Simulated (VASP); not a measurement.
# Tl (Im-3m) in VASP: notebook, part 2 of 2

VASP 6.6.1.

**5. Relaxation of cell and atoms, LDA**

Contents of INCAR:

```
SYSTEM = Tl
ALGO = Normal
EDIFF = 1E-6
EDIFFG = -0.005
ENCUT = 600
GGA = CA
IBRION = 2
ISIF = 3
ISMEAR = -1
LASPH = .TRUE.
LCHARG = .FALSE.
LREAL = .FALSE.
LWAVE = .FALSE.
NELM = 100
NSW = 45
PREC = Accurate
SIGMA = 0.05
```

Contents of KPOINTS:

```
k-points
0
G
  15 15 15
  0 0 0
```

Contents of POSCAR:

```
Tl
1.0
   -1.8961139409      1.8961139409      1.8961139409
    1.8961139409     -1.8961139409      1.8961139409
    1.8961139409      1.8961139409     -1.8961139409
Tl
1
Direct
    0.0000000000      0.0000000000      0.0000000000
```

Potentials or basis: VASP PAW LDA potentials, release 64 (Tl_d).

Started as:

```bash
cat potpaw_LDA.64/Tl_d/POTCAR > POTCAR
mpirun -np 1 vasp_std > vasp.out
```

OUTCAR:

```text
SYSTEM = Tl
   EDIFF = 1E-6
   EDIFFG = -0.005
   ENCUT = 600
   GGA = CA
   IBRION = 2
   ISIF = 3
   ISMEAR = -1
   LASPH = .TRUE.
   LREAL = .FALSE.
   NELM = 100
   NSW = 45
   PREC = Accurate

 ion  position               nearest neighbor table
   1  0.000  0.000  0.000-

  LATTYP: Found a body centered cubic cell.
 ALAT       =     3.7922278818

  Lattice vectors:

 A1 = (  -1.8961139409,   1.8961139409,   1.8961139409)
 A2 = (   1.8961139409,  -1.8961139409,   1.8961139409)
 A3 = (   1.8961139409,   1.8961139409,  -1.8961139409)

Analysis of symmetry for initial positions (statically):
=====================================================================
 Subroutine PRICEL returns:
 Original cell was already a primitive cell.

 Routine SETGRP: Setting up the symmetry group for a
 body centered cubic supercell.

 Subroutine GETGRP returns: Found 48 space group operations
[... 9 lines left out ...]

 Routine SETGRP: Setting up the symmetry group for a
 body centered cubic supercell.

 Subroutine GETGRP returns: Found 48 space group operations
[... 11 lines left out ...]
                                     Primitive cell

  volume of cell :      27.2680

  direct lattice vectors                    reciprocal lattice vectors
    -1.896113941  1.896113941  1.896113941     0.000000000  0.263697233  0.263697233
     1.896113941 -1.896113941  1.896113941     0.263697233  0.000000000  0.263697233
     1.896113941  1.896113941 -1.896113941     0.263697233  0.263697233  0.000000000

  length of vectors
     3.284165683  3.284165683  3.284165683     0.372924204  0.372924204  0.372924204

  position of ions in fractional coordinates (direct lattice)
     0.000000000  0.000000000  0.000000000

  ion indices of the primitive-cell ions
   primitive index   ion index
                 1           1

----------------------------------------------------------------------------------------
[... 98 lines left out ...]
   IVDW    =     0    specifies the selected vdW correction
   LEPSILON=     F    determine dielectric tensor
   LRPA    =     F    only Hartree local field effects (RPA)
 conjugate gradient relaxation of ions
 non-spin polarized calculation
  energy-cutoff  :      600.00
  volume of cell :       27.27
 maximum number of plane-waves:       941
   NGX = 13   NGY = 13   NGZ = 13

--------------------------------------- Ionic step        1  -------------------------------------------

 number of electron      13.0000000 magnetization

 Free energy of the ion-electron system (eV)
  ---------------------------------------------------
  ext. energy  EPLUGINS =         0.00000000
  ---------------------------------------------------
  free energy    TOTEN  =        -2.93023953 eV

  energy without entropy =       -2.92557099  energy(sigma->0) =       -2.92790526

------------------------ aborting loop because EDIFF is reached ----------------------------------------

  FORCE on cell =-STRESS in cart. coord.  units (eV):
  Direction    XX          YY          ZZ          XY          YZ          ZX
  --------------------------------------------------------------------------------------
  -------------------------------------------------------------------------------------
  Total        0.0275345      0.0275345      0.0275345     -0.0000000     -0.0000000      0.0000000
  in kB        1.6178340      1.6178340      1.6178340     -0.0000000     -0.0000000      0.0000000
  external PRESSURE =       1.6178340 kB  Pullay stress =       0.0000000 kB
[... 57 lines left out ...]
--------------------------------------- Ionic step        3  -------------------------------------------

 number of electron      12.9999999 magnetization

 Free energy of the ion-electron system (eV)
  ---------------------------------------------------
  ext. energy  EPLUGINS =         0.00000000
  ---------------------------------------------------
  free energy    TOTEN  =        -2.93028890 eV

  energy without entropy =       -2.92560111  energy(sigma->0) =       -2.92794501

 E-fermi :   6.8369     XC(G=0): -10.7267

 val. band max:        6.8281777992   @ k =   0.2000   0.2000   0.1333
 cond. band min:       6.8417888702   @ k =  -0.4667   0.4667   0.3333
 fundamental gap:      0.0136110709
 Fermi energy:         6.8369322081

 k-point     1 :       0.0000    0.0000    0.0000
  band No.  band energies     occupation
      1      -4.9271      2.00000
      2      -4.9271      2.00000
      3      -4.9271      2.00000
      4      -4.4395      2.00000
      5      -4.4395      2.00000
      6      -3.6046      2.00000
      7      18.0192      0.00000
      8      18.0192      0.00000
      9      18.0192      0.00000
     10      19.2252      0.00000
[... 287 lines left out ...]
 k-point    24 :       0.4000    0.2000    0.0000
  band No.  band energies     occupation
      1      -5.1002      2.00000
      2      -4.9098      2.00000
      3      -4.5300      2.00000
      4      -4.4686      2.00000
      5      -4.2691      2.00000
      6       2.1347      2.00000
      7       4.7904      2.00000
      8       9.0653      0.00000
      9      13.3957      0.00000
     10      19.0349      0.00000

 [... further k-points ...]
[... 5 lines left out ...]
  --------------------------------------------------------------------------------------
  -------------------------------------------------------------------------------------
  Total       -0.0013270     -0.0013270     -0.0013270      0.0000000      0.0000000     -0.0000000
  in kB       -0.0777074     -0.0777074     -0.0777074      0.0000000      0.0000000     -0.0000000
  external PRESSURE =      -0.0777074 kB  Pullay stress =       0.0000000 kB
[... 16 lines left out ...]
  FREE ENERGIE OF THE ION-ELECTRON SYSTEM (eV)
  ---------------------------------------------------
  free  energy   TOTEN  =        -2.9302889047 eV

  energy  without entropy=       -2.9256011072  energy(sigma->0) =       -2.92794501

 reached required accuracy - stopping structural energy minimisation
```

OSZICAR:

```text
N       E                     dE             d eps       ncg     rms          rms(c)
DAV:   1     0.509204896496E+02    0.50920E+02   -0.75338E+03  2592   0.128E+03
DAV:   2    -0.246397223704E+01   -0.53384E+02   -0.52626E+02  2516   0.240E+02
DAV:   3    -0.296508150711E+01   -0.50111E+00   -0.50041E+00  2786   0.222E+01
[... 15 lines left out ...]
       N       E                     dE             d eps       ncg     rms          rms(c)
DAV:   1    -0.293034405025E+01   -0.54740E-04   -0.96917E-04  2520   0.350E-01    0.425E-02
DAV:   2    -0.293029532940E+01    0.48721E-04   -0.10283E-04  2474   0.111E-01    0.138E-02
DAV:   3    -0.293028911522E+01    0.62142E-05   -0.22476E-05  2478   0.510E-02    0.110E-02
DAV:   4    -0.293028890466E+01    0.21055E-06   -0.55928E-07  1472   0.711E-03
   3 F= -.29302889E+01 E0= -.29279450E+01  d E =-.493755E-04
```

CONTCAR:

```text
Tl
   1.00000000000000
    -1.8982521937814731    1.8982521937814731    1.8982521937814731
     1.8982521937814731   -1.8982521937814731    1.8982521937814731
     1.8982521937814731    1.8982521937814731   -1.8982521937814731
  Tl
     1
Direct
     0.0000000000000000    0.0000000000000000    0.0000000000000000

  0.00000000E+00  0.00000000E+00  0.00000000E+00
```

Wall time 23 s (1 thread of Intel Xeon 6975P-C (Granite Rapids), shared host); peak memory 0.17 GiB.

What came out:

```yaml
Free_energy: -2.9303 eV
Relaxed_volume: 27.36 Å³/atom
Relaxed_cell: a = 3.288 Å, b = 3.288 Å, c = 3.288 Å, α = 109.47°, β = 109.47°, γ = 109.47°
Space_group_after_relaxing_to_0.05_Å: Im-3m (No. 229)
Energy_gained_by_relaxing: 0.0 meV/atom
Ionic_steps: 3
Pressure_after_relaxing: 0.0 GPa
```

Final structure:
```yaml
crystal:
  lattice:
    - [-1.89825, 1.89825, 1.89825]
    - [1.89825, -1.89825, 1.89825]
    - [1.89825, 1.89825, -1.89825]
  atoms:
    - { symbol: Tl, position: [0.00000, 0.00000, 0.00000] }
```

Caveat: spin-orbit coupling is left out, which moves the levels of the heavy elements.

**6. The runs side by side**

```tsv
task	cell	cutoff (eV)	gap on the mesh (eV)	pressure (GPa)
single point	a = 3.284 Å, angles 109.5°, 1 atom	520	none	0.1
single point	a = 3.362 Å, angles 109.5°, 1 atom	520	none	-2.4
relaxation of cell and atoms	relaxed from a = 3.284 Å, angles 109.5°, 1 atom	600	none	0.0
```

Alike in all rows: level LDA; potentials or basis VASP PAW LDA potentials, release 64 (Tl_d); no spin polarisation; k mesh 15 × 15 × 15; smearing fermi-dirac 0.05 eV.

Caveats: spin-orbit coupling is left out, which moves the levels of the heavy elements.

Absolute energies hang on the potentials; compare differences alone.
